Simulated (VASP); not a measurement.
# P (Pm-3m) in VASP: further runs

Runs on P. Level: PBE. Tasks: single point.

Program: VASP 6.6.1. These are calculated values, not measurements. Logs are shortened: lines on timing, memory, paths and dates and some standing lists are left out, and cuts for length are marked.

**1. The cell of the first run**

The structure is cubic, space group Pm-3m (No. 221). Conventional cell: a = 2.315 Å, b = 2.315 Å, c = 2.315 Å, α = 90.00°, β = 90.00°, γ = 90.00°. Within 3.1 Å of P (site symmetry m-3m) lie 6 P at 2.31 Å.

**2. Single point, PBE (volume scaled by 0.85)**

Contents of INCAR:

```
SYSTEM = P
PREC = Accurate
ENCUT = 520
EDIFF = 1E-6
ISMEAR = -1
SIGMA = 0.1
LREAL = .False.
LASPH = .True.
NELM = 100
ALGO = Normal
ISIF = 2
LWAVE = .False.
LCHARG = .False.
GGA = PE
NBANDS = 8
```

Contents of KPOINTS:

```
Automatic mesh
0
Gamma
  17 17 17
  0 0 0
```

Contents of POSCAR:

```
P
1.0
    2.3145669232      0.0000000000      0.0000000000
    0.0000000000      2.3145669232      0.0000000000
    0.0000000000      0.0000000000      2.3145669232
P
1
Direct
    0.0000000000      0.0000000000      0.0000000000
```

Potentials or basis: VASP PAW PBE potentials, release 64 (P).

The run is started by

```
$ cat potpaw_PBE.64/P/POTCAR > POTCAR
$ mpirun -np 1 vasp_std > vasp.out
```

OUTCAR:

```text
SYSTEM = P
   PREC = Accurate
   ENCUT = 520
   EDIFF = 1E-6
   ISMEAR = -1
   LREAL = .False.
   LASPH = .True.
   NELM = 100
   ISIF = 2
   GGA = PE

 ion  position               nearest neighbor table
   1  0.000  0.000  0.000-

  LATTYP: Found a simple cubic cell.
 ALAT       =     2.3145669232

  Lattice vectors:

 A1 = (   2.3145669232,   0.0000000000,   0.0000000000)
 A2 = (   0.0000000000,   2.3145669232,   0.0000000000)
 A3 = (   0.0000000000,   0.0000000000,   2.3145669232)

Analysis of symmetry for initial positions (statically):
=====================================================================
 Subroutine PRICEL returns:
 Original cell was already a primitive cell.

 Routine SETGRP: Setting up the symmetry group for a
 simple cubic supercell.

 Subroutine GETGRP returns: Found 48 space group operations
 (whereof 48 operations were pure point group operations)
 out of a pool of 48 trial point group operations.

The static configuration has the point symmetry O_h .

Analysis of symmetry for dynamics (positions and initial velocities):
=====================================================================
 Subroutine PRICEL returns:
 Original cell was already a primitive cell.

 Routine SETGRP: Setting up the symmetry group for a
 simple cubic supercell.

 Subroutine GETGRP returns: Found 48 space group operations
 (whereof 48 operations were pure point group operations)
 out of a pool of 48 trial point group operations.

The dynamic configuration has the point symmetry O_h .

 Subroutine INISYM returns: Found 48 space group operations
 (whereof 48 operations are pure point group operations),
 and found     1 'primitive' translations

----------------------------------------------------------------------------------------

                                     Primitive cell

  volume of cell :      12.3996

  direct lattice vectors                    reciprocal lattice vectors
     2.314566923  0.000000000  0.000000000     0.432046267  0.000000000  0.000000000
     0.000000000  2.314566923  0.000000000     0.000000000  0.432046267  0.000000000
     0.000000000  0.000000000  2.314566923     0.000000000  0.000000000  0.432046267

  length of vectors
     2.314566923  2.314566923  2.314566923     0.432046267  0.432046267  0.432046267

  position of ions in fractional coordinates (direct lattice)
     0.000000000  0.000000000  0.000000000

  ion indices of the primitive-cell ions
[... 75 lines left out ...]
   LREAL  =      F    real-space projection
   EDIFFG = 0.1E-04   stopping-criterion for IOM
   NSW    =      0    number of steps for IOM
   IBRION =     -1    ionic relax: 0-MD 1-quasi-New 2-CG
   NFREE  =      0    steps in history (QN), initial steepest desc. (CG)
   ISIF   =      2    stress and relaxation
   ISYM   =      2    0-nonsym 1-usesym 2-fastsym
   POTIM  = 0.5000    time-step for ionic-motion
   TEBEG  =    0.0;   TEEND  =   0.0 temperature during run
   PSTRESS=    0.0 pullay stress
   NELECT =       5.0000    total number of electrons
   NUPDOWN=      -1.0000    fix difference up-down
   EMIN   =  10.00;   EMAX   =-10.00  energy-range for DOS
   EFERMI =   0.00;   METHOD = LEGACY
   ISMEAR =    -1;   SIGMA  =   0.10  broadening in eV -4-tet -1-fermi 0-gaus
   EFERMI_NEDOS =   21; number of points for ismear=-14 and -15
   IALGO  =     38    algorithm
   IMIX   =      4    mixing-type and parameters
     AMIX     =   0.40;   BMIX     =  1.00
     AMIX_MAG =   1.60;   BMIX_MAG =  1.00
  volume/ion in A,a.u.               =      12.40        83.68
  Fermi-wavevector in a.u.,A,eV,Ry     =   1.209470  2.285567 19.902842  1.462818
  Thomas-Fermi vector in A             =   2.345046
   LORBIT       =      0    0 simple, 1 ext, 2 COOP (PROOUT), +10 PAW based schemes
   GGA     = PE    functional components
   LHFCALC =     F    Hartree Fock is set to
   AEXX    =    0.0000 exact exchange contribution
   IVDW    =     0    specifies the selected vdW correction
   LEPSILON=     F    determine dielectric tensor
   LRPA    =     F    only Hartree local field effects (RPA)
 non-spin polarized calculation
  energy-cutoff  :      520.00
  volume of cell :       12.40
 maximum number of plane-waves:       342
 NGX is ok and might be reduce to    18
   NGX =  9   NGY =  9   NGZ =  9

 number of electron       5.0000001 magnetization

 Free energy of the ion-electron system (eV)
  ---------------------------------------------------
  ext. energy  EPLUGINS =         0.00000000
  ---------------------------------------------------
  free energy    TOTEN  =        -5.12629629 eV

  energy without entropy =       -5.11907672  energy(sigma->0) =       -5.12268651

 E-fermi :  12.0253     XC(G=0): -11.9982

 val. band max:       11.9897591782   @ k =   0.3529   0.2353   0.0000
 cond. band min:      12.0418024221   @ k =   0.3529   0.2353   0.0588
 fundamental gap:      0.0520432440
 Fermi energy:        12.0252638110

 k-point     1 :       0.0000    0.0000    0.0000
  band No.  band energies     occupation
      1      -6.1654      2.00000
      2      18.0414      0.00000
      3      18.0414      0.00000
      4      18.0414      0.00000
      5      18.6399      0.00000
      6      18.6399      0.00000
      7      28.4069      0.00000
      8      38.7792      0.00000
[... 243 lines left out ...]
 k-point    24 :       0.4706    0.1176    0.0000
  band No.  band energies     occupation
      1      -0.7721      2.00000
      2       2.4750      2.00000
      3      17.3944      0.00000
      4      21.8172      0.00000
      5      23.2301      0.00000
      6      25.0186      0.00000
      7      27.5273      0.00000
      8      31.5670      0.00000

 [... further k-points ...]

------------------------ aborting loop because EDIFF is reached ----------------------------------------

  FORCE on cell =-STRESS in cart. coord.  units (eV):
  Direction    XX          YY          ZZ          XY          YZ          ZX
  --------------------------------------------------------------------------------------
  -------------------------------------------------------------------------------------
  Total        2.0736973      2.0736973      2.0736973      0.0000000     -0.0000000     -0.0000000
  in kB      267.9456487    267.9456487    267.9456487      0.0000000     -0.0000000     -0.0000000
  external PRESSURE =     267.9456487 kB  Pullay stress =       0.0000000 kB

 VOLUME and BASIS-vectors are now :
 -----------------------------------------------------------------------------
  energy-cutoff  :      520.00
  volume of cell :       12.40
      direct lattice vectors                 reciprocal lattice vectors
     2.314566923  0.000000000  0.000000000     0.432046267  0.000000000  0.000000000
     0.000000000  2.314566923  0.000000000     0.000000000  0.432046267  0.000000000
     0.000000000  0.000000000  2.314566923     0.000000000  0.000000000  0.432046267

 POSITION                                       TOTAL-FORCE (eV/Angst)
 -----------------------------------------------------------------------------------
      0.00000      0.00000      0.00000         0.000000      0.000000      0.000000
 -----------------------------------------------------------------------------------
    total drift:                                0.000000      0.000000      0.000000

  FREE ENERGIE OF THE ION-ELECTRON SYSTEM (eV)
  ---------------------------------------------------
  free  energy   TOTEN  =        -5.1262962878 eV

  energy  without entropy=       -5.1190767244  energy(sigma->0) =       -5.12268651
```

stdout:

```text
POSCAR found type information on POSCAR P
 POSCAR found :  1 types and       1 ions
 scaLAPACK will be used
 LDA part: xc-table for (Slater+PW92), standard interpolation
 POSCAR, INCAR and KPOINTS ok, starting setup
 FFT: planning ... GRIDC
 FFT: planning ... GRID_SOFT
 FFT: planning ... GRID
 WAVECAR not read
 entering main loop
```

Wall time 7.9 s (1 thread of Intel Xeon 6975P-C, shared host); peak memory 0.12 GiB.

Results:

```
Free energy : -5.1263 eV
Pressure    : 26.8 GPa
```

Levels at points of the mesh, in eV from the Fermi level:
| k point | band 1 | band 2 | band 3 | band 4 | band 5 | band 6 | band 7 | band 8 |
| --- | --- | --- | --- | --- | --- | --- | --- | --- |
| (0.00, 0.00, 0.00) | -18.19 | 6.02 | 6.02 | 6.02 | 6.61 | 6.61 | 16.38 | 26.75 |

Caveat: the cell differs from its parent crystal (volume scaled by 0.85).

**3. Single point, PBE (volume scaled by 0.95)**

Contents of INCAR:

```
PREC     = Accurate       # precision mode
ENCUT    = 520            # plane-wave cutoff, eV
EDIFF    = 1E-6           # SCF threshold, eV
ISMEAR   = -1             # smearing method
SIGMA    = 0.1            # smearing width, eV
LREAL    = F              # projectors in reciprocal space
LASPH    = T              # aspherical terms in the spheres
NELM     = 60             # most SCF steps
ALGO     = Normal         # electronic algorithm
ISIF     = 2              # what is computed and relaxed
LWAVE    = F              # write WAVECAR
LCHARG   = F              # write CHGCAR
GGA      = PE             # functional
NBANDS   = 8              # bands
```

Contents of KPOINTS:

```
Automatic mesh
0
Gamma
  17 17 17
```

Contents of POSCAR:

```
P
1.0
    2.4019905935      0.0000000000      0.0000000000
    0.0000000000      2.4019905935      0.0000000000
    0.0000000000      0.0000000000      2.4019905935
P
1
Direct
    0.0000000000      0.0000000000      0.0000000000
```

Potentials or basis: VASP PAW PBE potentials, release 64 (P).

The run is started by

```
$ cat potpaw_PBE.64/P/POTCAR > POTCAR
$ mpirun -np 1 vasp_std > vasp.out
```

OUTCAR:

```text
PREC = Accurate
   ENCUT = 520
   EDIFF = 1E-6
   ISMEAR = -1
   LREAL = F
   LASPH = T
   NELM = 60
   ISIF = 2
   GGA = PE

 ion  position               nearest neighbor table
   1  0.000  0.000  0.000-

  LATTYP: Found a simple cubic cell.
 ALAT       =     2.4019905935

  Lattice vectors:

 A1 = (   2.4019905935,   0.0000000000,   0.0000000000)
 A2 = (   0.0000000000,   2.4019905935,   0.0000000000)
 A3 = (   0.0000000000,   0.0000000000,   2.4019905935)

[... 440 lines left out ...]
      7      25.2762      0.00000
      8      28.8795      0.00000

 [... further k-points ...]

------------------------ aborting loop because EDIFF is reached ----------------------------------------

  FORCE on cell =-STRESS in cart. coord.  units (eV):
  Direction    XX          YY          ZZ          XY          YZ          ZX
  --------------------------------------------------------------------------------------
  -------------------------------------------------------------------------------------
  Total        0.5488168      0.5488168      0.5488168      0.0000000      0.0000000      0.0000000
  in kB       63.4489014     63.4489014     63.4489014      0.0000000      0.0000000      0.0000000
  external PRESSURE =      63.4489014 kB  Pullay stress =       0.0000000 kB

 VOLUME and BASIS-vectors are now :
 -----------------------------------------------------------------------------
  energy-cutoff  :      520.00
  volume of cell :       13.86
      direct lattice vectors                 reciprocal lattice vectors
     2.401990593  0.000000000  0.000000000     0.416321364  0.000000000  0.000000000
     0.000000000  2.401990593  0.000000000     0.000000000  0.416321364  0.000000000
     0.000000000  0.000000000  2.401990593     0.000000000  0.000000000  0.416321364

 POSITION                                       TOTAL-FORCE (eV/Angst)
 -----------------------------------------------------------------------------------
      0.00000      0.00000      0.00000         0.000000      0.000000      0.000000
 -----------------------------------------------------------------------------------
    total drift:                                0.000000      0.000000      0.000000

  FREE ENERGIE OF THE ION-ELECTRON SYSTEM (eV)
  ---------------------------------------------------
  free  energy   TOTEN  =        -5.2682506455 eV

  energy  without entropy=       -5.2606607620  energy(sigma->0) =       -5.26445570
```

It took 8.5 s on 1 thread of Intel Xeon 6975P-C, shared host; peak memory 0.12 GiB.

What came out:

```
Free energy : -5.2683 eV
Pressure    : 6.3 GPa
```

Caveat: the cell differs from its parent crystal (volume scaled by 0.95).

**4. Single point, PBE**

This run uses another cell than the first one, of 14.59 Å³/atom, 1.176 times its volume.

Contents of INCAR:

```
SYSTEM = P
PREC = Accurate ; ENCUT = 520
EDIFF = 1E-7 ; ISMEAR = -1
SIGMA = 0.1 ; LREAL = .False.
LASPH = .True. ; NELM = 80
ALGO = Normal ; ISIF = 2
LWAVE = .False. ; LCHARG = .False.
GGA = PE ; NBANDS = 8
```

Contents of KPOINTS:

```
regular mesh
0
Gamma
  17 17 17
  0 0 0
```

Contents of POSCAR:

```
P
1.0
    2.4434123645      0.0000000000      0.0000000000
    0.0000000000      2.4434123645      0.0000000000
    0.0000000000      0.0000000000      2.4434123645
P
1
Direct
    0.0000000000      0.0000000000      0.0000000000
```

The run is started by

```
$ cat potpaw_PBE.64/P/POTCAR > POTCAR
$ mpirun -np 1 vasp_std > vasp.out
```

It took 8.6 s on 1 thread of Intel Xeon 6975P-C, shared host; peak memory 0.12 GiB.

Results (log left out):

```
Free energy : -5.2813 eV
Pressure    : -0.3 GPa
```

Levels at points of the mesh, in eV from the Fermi level:
| k point | band 1 | band 2 | band 3 | band 4 | band 5 | band 6 | band 7 |
| --- | --- | --- | --- | --- | --- | --- | --- |
| (0.00, 0.00, 0.00) | -16.42 | 5.07 | 5.07 | 5.07 | 6.87 | 6.87 | 14.32 |

**5. The runs side by side**

| cell | gap on the mesh (eV) | pressure (GPa) |
| --- | --- | --- |
| a = 2.315 Å, 1 atom | none | 26.8 |
| a = 2.402 Å, 1 atom | none | 6.3 |
| a = 2.443 Å, 1 atom | none | -0.3 |

Alike in all rows: task single point; level PBE; potentials or basis VASP PAW PBE potentials, release 64 (P); no spin polarisation; k mesh 17 × 17 × 17; cutoff (eV) 520; smearing fermi-dirac 0.1 eV.

Absolute energies hang on the potentials; compare differences alone.
